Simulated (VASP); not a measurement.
# La2O3 (P-3m1) in VASP: further runs

The runs below take La2O3 through relaxation of cell and atoms, single point, with LDA+U, LDA.

Program: VASP 6.6.1. These are calculated values, not measurements. Logs are shortened: lines on timing, memory, paths and dates and some standing lists are left out, and cuts for length are marked.

## (1) The cell of the first run

It takes space group P-3m1 (No. 164, trigonal). The conventional cell has a = 3.931 Å, b = 3.931 Å, c = 6.112 Å, α = 90.00°, β = 90.00°, γ = 120.00°. La (site symmetry 3m) has 7 O at 2.36 to 2.72 Å within 3.1 Å. O (site symmetry -3m) has 6 La at 2.72 Å and 6 O at 3.14 Å within 3.6 Å. O (site symmetry 3m) has 4 La at 2.36 to 2.44 Å and 6 O at 2.89 to 3.14 Å within 3.2 Å.

## (2) Relaxation of cell and atoms, LDA+U

Contents of INCAR:

```
SYSTEM = La2O3
ALGO = Normal
EDIFF = 1E-6
EDIFFG = -0.01
ENCUT = 600
IBRION = 2
ISIF = 3
ISMEAR = -1
LASPH = .True.
LCHARG = .False.
LDAU = .True.
LDAUJ = 0 0
LDAUL = 3 -1
LDAUPRINT = 1
LDAUTYPE = 2
LDAUU = 6 0
LMAXMIX = 6
LREAL = .False.
LWAVE = .False.
NELM = 150
NSW = 60
PREC = Accurate
SIGMA = 0.05
```

Contents of KPOINTS:

```
k-points
0
Gamma
  8 8 5
  0 0 0
```

Contents of POSCAR:

```
La2O3
1.0
    3.9307778780      0.0000000000      0.0000000000
   -1.9653889390      3.4041534990      0.0000000000
    0.0000000000      0.0000000000      6.1119535200
La O
2 3
Direct
    0.3333333333      0.6666666667      0.2462356800
    0.6666666667      0.3333333333      0.7537643200
    0.0000000000      0.0000000000      0.0000000000
    0.3333333333      0.6666666667      0.6458906500
    0.6666666667      0.3333333333      0.3541093500
```

Potentials or basis: VASP PAW LDA potentials, release 64 (La, O).

Launch:

```
> cat potpaw_LDA.64/La/POTCAR potpaw_LDA.64/O/POTCAR > POTCAR
> mpirun -np 1 vasp_std > vasp.out
```

OUTCAR:

```text
SYSTEM = La2O3
   EDIFF = 1E-6
   EDIFFG = -0.01
   ENCUT = 600
   IBRION = 2
   ISIF = 3
   ISMEAR = -1
   LASPH = .True.
   LREAL = .False.
   NELM = 150
   NSW = 60
   PREC = Accurate

 ion  position               nearest neighbor table
   1  0.333  0.667  0.246-   5 2.36   5 2.36   5 2.36   4 2.44   3 2.72   3 2.72   3 2.72
   2  0.667  0.333  0.754-   4 2.36   4 2.36   4 2.36   5 2.44   3 2.72   3 2.72   3 2.72
   3  0.000  0.000  0.000-   1 2.72   2 2.72   2 2.72   1 2.72   2 2.72   1 2.72
   4  0.333  0.667  0.646-   2 2.36   2 2.36   2 2.36   1 2.44
   5  0.667  0.333  0.354-   1 2.36   1 2.36   1 2.36   2 2.44

  LATTYP: Found a hexagonal cell.
 ALAT       =     3.9307778780
 C/A-ratio  =     1.5548966921

  Lattice vectors:

 A1 = (   3.9307778780,   0.0000000000,   0.0000000000)
 A2 = (  -1.9653889390,   3.4041534990,   0.0000000000)
 A3 = (   0.0000000000,   0.0000000000,   6.1119535200)

Analysis of symmetry for initial positions (statically):
=====================================================================
 Subroutine PRICEL returns:
 Original cell was already a primitive cell.

 Routine SETGRP: Setting up the symmetry group for a
 hexagonal supercell.

 Subroutine GETGRP returns: Found 12 space group operations
 (whereof 12 operations were pure point group operations)
 out of a pool of 24 trial point group operations.

The static configuration has the point symmetry D_3d.

Analysis of symmetry for dynamics (positions and initial velocities):
=====================================================================
 Subroutine PRICEL returns:
[... 425 lines left out ...]
  0.0000  0.0000 -0.0001  0.0000 -0.0000  0.0102 -0.0000
 -0.0000 -0.0000  0.0000 -0.0000  0.0000 -0.0000  0.0087

 occupancies and eigenvectors

  o =  0.0078  v =  0.6556 -0.0000 -0.0000 -0.7551  0.0000  0.0000  0.0000  0.0000  0.0000  0.0000  0.0000  0.0000  0.0000  0.0000      0.0000  0.0000  0.0000  0.0000  0.0000  0.0000  0.0000  0.0000  0.0000  0.0000  0.0000  0.0000  0.0000  0.0000
  o =  0.0078  v =  0.0000  0.0000  0.0000  0.0000  0.0000  0.0000  0.0000  0.6556 -0.0000 -0.0000 -0.7551  0.0000  0.0000  0.0000      0.0000  0.0000  0.0000  0.0000  0.0000  0.0000  0.0000  0.0000  0.0000  0.0000  0.0000  0.0000  0.0000  0.0000
  o =  0.0084  v = -0.0000  0.0629 -0.0000  0.0000  0.9980 -0.0000 -0.0000  0.0000  0.0000  0.0000  0.0000  0.0000  0.0000  0.0000      0.0000  0.0000  0.0000  0.0000  0.0000  0.0000  0.0000  0.0000  0.0000  0.0000  0.0000  0.0000  0.0000  0.0000
  o =  0.0084  v =  0.0000  0.0000  0.0000  0.0000  0.0000  0.0000  0.0000 -0.0000  0.0629 -0.0000  0.0000  0.9980 -0.0000 -0.0000      0.0000  0.0000  0.0000  0.0000  0.0000  0.0000  0.0000  0.0000  0.0000  0.0000  0.0000  0.0000  0.0000  0.0000
  o =  0.0084  v =  0.0000  0.0000  0.0000  0.0000  0.0000  0.0000  0.0000  0.0000  0.0000  0.9980 -0.0000  0.0000  0.0629 -0.0000      0.0000  0.0000  0.0000  0.0000  0.0000  0.0000  0.0000  0.0000  0.0000  0.0000  0.0000  0.0000  0.0000  0.0000
  o =  0.0084  v =  0.0000  0.0000  0.9980 -0.0000  0.0000  0.0629 -0.0000  0.0000  0.0000  0.0000  0.0000  0.0000  0.0000  0.0000      0.0000  0.0000  0.0000  0.0000  0.0000  0.0000  0.0000  0.0000  0.0000  0.0000  0.0000  0.0000  0.0000  0.0000
  o =  0.0087  v =  0.0000  0.0000  0.0000  0.0000  0.0000  0.0000  0.0000 -0.0000  0.0000  0.0000  0.0000  0.0000  0.0000  1.0000      0.0000  0.0000  0.0000  0.0000  0.0000  0.0000  0.0000  0.0000  0.0000  0.0000  0.0000  0.0000  0.0000  0.0000
  o =  0.0087  v = -0.0000  0.0000  0.0000  0.0000  0.0000  0.0000  1.0000  0.0000  0.0000  0.0000  0.0000  0.0000  0.0000  0.0000      0.0000  0.0000  0.0000  0.0000  0.0000  0.0000  0.0000  0.0000  0.0000  0.0000  0.0000  0.0000  0.0000  0.0000
  o =  0.0102  v =  0.0000 -0.9980  0.0000 -0.0000  0.0629 -0.0004  0.0000  0.0000  0.0000  0.0000  0.0000  0.0000  0.0000  0.0000      0.0000  0.0000  0.0000  0.0000  0.0000  0.0000  0.0000  0.0000  0.0000  0.0000  0.0000  0.0000  0.0000  0.0000
  o =  0.0102  v =  0.0000  0.0000  0.0000  0.0000  0.0000  0.0000  0.0000  0.0000 -0.9980  0.0000 -0.0000  0.0629 -0.0004  0.0000      0.0000  0.0000  0.0000  0.0000  0.0000  0.0000  0.0000  0.0000  0.0000  0.0000  0.0000  0.0000  0.0000  0.0000
  o =  0.0102  v =  0.0000  0.0004  0.0629 -0.0000 -0.0000 -0.9980 -0.0000  0.0000  0.0000  0.0000  0.0000  0.0000  0.0000  0.0000      0.0000  0.0000  0.0000  0.0000  0.0000  0.0000  0.0000  0.0000  0.0000  0.0000  0.0000  0.0000  0.0000  0.0000
  o =  0.0102  v =  0.0000  0.0000  0.0000  0.0000  0.0000  0.0000  0.0000  0.0000  0.0004  0.0629 -0.0000 -0.0000 -0.9980 -0.0000      0.0000  0.0000  0.0000  0.0000  0.0000  0.0000  0.0000  0.0000  0.0000  0.0000  0.0000  0.0000  0.0000  0.0000
  o =  0.0258  v =  0.0000  0.0000  0.0000  0.0000  0.0000  0.0000  0.0000 -0.7551  0.0000 -0.0000 -0.6556  0.0000 -0.0000  0.0000      0.0000  0.0000  0.0000  0.0000  0.0000  0.0000  0.0000  0.0000  0.0000  0.0000  0.0000  0.0000  0.0000  0.0000
  o =  0.0258  v = -0.7551  0.0000 -0.0000 -0.6556  0.0000 -0.0000  0.0000  0.0000  0.0000  0.0000  0.0000  0.0000  0.0000  0.0000      0.0000  0.0000  0.0000  0.0000  0.0000  0.0000  0.0000  0.0000  0.0000  0.0000  0.0000  0.0000  0.0000  0.0000

--------------------------------------- Ionic step       12  -------------------------------------------

 number of electron      40.0000001 magnetization

 Free energy of the ion-electron system (eV)
  ---------------------------------------------------
  ext. energy  EPLUGINS =         0.00000000
  ---------------------------------------------------
  free energy    TOTEN  =       -44.65737480 eV

  energy without entropy =      -44.65737480  energy(sigma->0) =      -44.65737480

 E-fermi :   7.1198     XC(G=0): -11.0286

 val. band max:        5.9896241533   @ k =   0.2500   0.2500   0.4000
 cond. band min:       9.7821548558   @ k =   0.3750   0.2500   0.0000
 fundamental gap:      3.7925307026
 Fermi energy:         7.1197907266

 k-point     1 :       0.0000    0.0000    0.0000
  band No.  band energies     occupation
      1     -23.9788      2.00000
      2     -23.7061      2.00000
      3     -10.8920      2.00000
      4      -9.3698      2.00000
      5      -9.0197      2.00000
      6      -7.4386      2.00000
[... 637 lines left out ...]
     23      11.6571      0.00000
     24      12.3711      0.00000

 [... further k-points ...]

------------------------ aborting loop because EDIFF is reached ----------------------------------------

  FORCE on cell =-STRESS in cart. coord.  units (eV):
  Direction    XX          YY          ZZ          XY          YZ          ZX
  --------------------------------------------------------------------------------------
  -------------------------------------------------------------------------------------
  Total        0.0051950      0.0051950      0.0048149      0.0000000      0.0000000      0.0000000
  in kB        0.1035431      0.1035431      0.0959678      0.0000000      0.0000000      0.0000000
  external PRESSURE =       0.1010180 kB  Pullay stress =       0.0000000 kB
[... 20 lines left out ...]
  FREE ENERGIE OF THE ION-ELECTRON SYSTEM (eV)
  ---------------------------------------------------
  free  energy   TOTEN  =       -44.6573748021 eV

  energy  without entropy=      -44.6573748020  energy(sigma->0) =      -44.65737480

 reached required accuracy - stopping structural energy minimisation
```

OSZICAR:

```text
N       E                     dE             d eps       ncg     rms          rms(c)
DAV:   1     0.531646658198E+03    0.53165E+03   -0.16973E+04  1920   0.276E+03
DAV:   2     0.111657425164E+03   -0.41999E+03   -0.41504E+03  2824   0.460E+02
DAV:   3    -0.280756696272E+02   -0.13973E+03   -0.13777E+03  3624   0.239E+02
[... 96 lines left out ...]
DAV:   1    -0.446574478950E+02   -0.10096E-03   -0.15910E-02  2264   0.978E-01    0.738E-02
DAV:   2    -0.446573971839E+02    0.50711E-04   -0.95360E-04  2880   0.286E-01    0.254E-02
DAV:   3    -0.446573776595E+02    0.19524E-04   -0.68215E-05  3288   0.988E-02    0.867E-03
DAV:   4    -0.446573749444E+02    0.27151E-05   -0.17084E-05  3472   0.431E-02    0.381E-03
DAV:   5    -0.446573748021E+02    0.14234E-06   -0.21000E-06  1880   0.149E-02
  12 F= -.44657375E+02 E0= -.44657375E+02  d E =-.397216E-04
```

Run time: 12 min. Hardware: 1 thread of Intel Xeon Platinum 8259CL at 2.50GHz (Skylake/Cascade Lake), shared host; peak memory 0.25 GiB.

What came out:

* Free energy: -44.6574 eV
* Relaxed volume: 16.08 Å³/atom
* Relaxed cell: a = 3.924 Å, b = 3.924 Å, c = 6.028 Å, α = 90.00°, β = 90.00°, γ = 120.00°
* Space group after relaxing (to 0.1 Å): P-3m1 (No. 164)
* Energy gained by relaxing: 2.0 meV/atom
* Ionic steps: 12
* Pressure after relaxing: 0.0 GPa
* Band gap on the k mesh: 3.79 eV (least direct gap 3.93 eV)

Step by step:
| step | energy change (eV) | largest force (eV/Å) | pressure (GPa) | volume (Å³) |
| --- | --- | --- | --- | --- |
| 1 | 0.0000 | 0.0600 | -1.89 | 81.78 |
| 2 | -0.0005 | 0.2326 | 2.13 | 79.52 |
| 3 | -0.0072 | 0.1370 | 0.13 | 80.62 |
| 4 | -0.0092 | 0.0126 | 0.03 | 80.50 |
| 5 | -0.0093 | 0.0311 | 0.00 | 80.46 |
| 6 | -0.0093 | 0.0325 | -0.01 | 80.46 |
| 7 | -0.0096 | 0.0332 | 0.02 | 80.43 |
| 8 | -0.0096 | 0.0322 | 0.04 | 80.41 |
| 9 | -0.0098 | 0.0175 | -0.08 | 80.44 |
| 10 | -0.0098 | 0.0108 | -0.12 | 80.46 |
| 11 | -0.0098 | 0.0087 | 0.10 | 80.32 |
| 12 | -0.0098 | 0.0015 | 0.01 | 80.38 |

Final structure:
```yaml
crystal:
  lattice:
    - [3.92409, 0.00000, 0.00000]
    - [-1.96204, 3.39836, 0.00000]
    - [0.00000, 0.00000, 6.02786]
  atoms:
    - { symbol: La, position: [0.33333, 0.66667, 0.24456] }
    - { symbol: La, position: [0.66667, 0.33333, 0.75544] }
    - { symbol: O, position: [0.00000, 0.00000, 0.00000] }
    - { symbol: O, position: [0.33333, 0.66667, 0.64620] }
    - { symbol: O, position: [0.66667, 0.33333, 0.35380] }
```

Levels at points of the mesh, in eV from the valence-band top:
```tsv
k point	band 18	band 19	band 20	band 21	band 22	band 23
(0.00, 0.00, 0.00)	-0.34	-0.34	-0.05	4.58	4.58	4.63
(0.50, 0.00, 0.00)	-0.60	-0.41	-0.23	3.90	5.58	5.68
```

Eigenvalues of the final occupation matrices:
| site | spin | trace | eigenvalues |
| --- | --- | --- | --- |
| site 1 f | 1 | 0.08 | 0.01 0.01 0.01 0.01 0.01 0.01 0.03 |
| site 1 f | 2 | 0.08 | 0.01 0.01 0.01 0.01 0.01 0.01 0.03 |
| site 2 f | 1 | 0.08 | 0.01 0.01 0.01 0.01 0.01 0.01 0.03 |
| site 2 f | 2 | 0.08 | 0.01 0.01 0.01 0.01 0.01 0.01 0.03 |

Caveat: spin-orbit coupling is left out, which moves the levels of the heavy elements.

## (3) Relaxation of cell and atoms, LDA+U

Contents of INCAR:

```
SYSTEM = La2O3
PREC = Accurate ; ENCUT = 600
EDIFF = 1E-6 ; ISMEAR = -1
SIGMA = 0.05 ; LREAL = .False.
LASPH = .True. ; NELM = 150
ALGO = Normal ; ISIF = 3
LWAVE = .False. ; LCHARG = .False.
LMAXMIX = 6 ; LDAU = .True.
LDAUTYPE = 2 ; LDAUL = 3 -1
LDAUU = 8 0 ; LDAUJ = 0 0
LDAUPRINT = 1 ; IBRION = 2
NSW = 60 ; EDIFFG = -0.01
```

Contents of KPOINTS:

```
Automatic mesh
0
Gamma
  8 8 5
  0 0 0
```

POSCAR is that of step 2.

Potentials or basis: VASP PAW LDA potentials, release 64 (La, O).

Launch:

```
> cat potpaw_LDA.64/La/POTCAR potpaw_LDA.64/O/POTCAR > POTCAR
> mpirun -np 1 vasp_std > vasp.out
```

Run time: 9.4 min. Hardware: 1 thread of Intel Xeon Platinum 8259CL at 2.50GHz (Skylake/Cascade Lake), shared host; peak memory 0.25 GiB.

The run converged. Its results:

```yaml
Free_energy: -44.3704 eV
Relaxed_volume: 16.23 Å³/atom
Relaxed_cell: a = 3.936 Å, b = 3.936 Å, c = 6.048 Å, α = 90.00°, β = 90.00°, γ = 120.00°
Space_group_after_relaxing_to_0.1_Å: P-3m1 (No. 164)
Energy_gained_by_relaxing: 0.8 meV/atom
Ionic_steps: 11
Pressure_after_relaxing: 0.0 GPa
Band_gap_on_the_k_mesh: 3.78 eV (least direct gap 3.92 eV)
```

Step by step:
```tsv
step	energy change (eV)	largest force (eV/Å)	pressure (GPa)	volume (Å³)
1	0.0000	0.1077	-0.58	81.78
2	-0.0027	0.0659	0.39	81.08
3	-0.0027	0.0691	0.39	81.08
4	-0.0033	0.0669	-0.24	81.25
5	-0.0035	0.0336	-0.01	81.19
6	-0.0037	0.0273	-0.03	81.20
7	-0.0037	0.0269	-0.05	81.20
8	-0.0038	0.0171	0.02	81.14
9	-0.0038	0.0124	0.06	81.10
10	-0.0038	0.0180	-0.10	81.17
11	-0.0038	0.0014	0.00	81.13
```

Final structure:
```yaml
crystal:
  lattice:
    - [3.93573, 0.00000, 0.00000]
    - [-1.96786, 3.40844, 0.00000]
    - [0.00000, 0.00000, 6.04775]
  atoms:
    - { symbol: La, position: [0.33333, 0.66667, 0.24465] }
    - { symbol: La, position: [0.66667, 0.33333, 0.75535] }
    - { symbol: O, position: [0.00000, 0.00000, 0.00000] }
    - { symbol: O, position: [0.33333, 0.66667, 0.64613] }
    - { symbol: O, position: [0.66667, 0.33333, 0.35387] }
```

Levels at points of the mesh, in eV from the valence-band top:
```csv
k point,band 18,band 19,band 20,band 21,band 22,band 23
"(0.00, 0.00, 0.00)",-0.31,-0.31,-0.02,4.55,4.55,4.62
"(0.50, 0.00, 0.00)",-0.59,-0.41,-0.20,3.90,5.54,5.82
```

Eigenvalues of the final occupation matrices:
| site | spin | trace | eigenvalues |
| --- | --- | --- | --- |
| site 1 f | 1 | 0.07 | 0.01 0.01 0.01 0.01 0.01 0.01 0.02 |
| site 1 f | 2 | 0.07 | 0.01 0.01 0.01 0.01 0.01 0.01 0.02 |
| site 2 f | 1 | 0.07 | 0.01 0.01 0.01 0.01 0.01 0.01 0.02 |
| site 2 f | 2 | 0.07 | 0.01 0.01 0.01 0.01 0.01 0.01 0.02 |

Caveat: spin-orbit coupling is left out, which moves the levels of the heavy elements. A k mesh can miss the band edges.

(Part 1 of 2 ends here.)
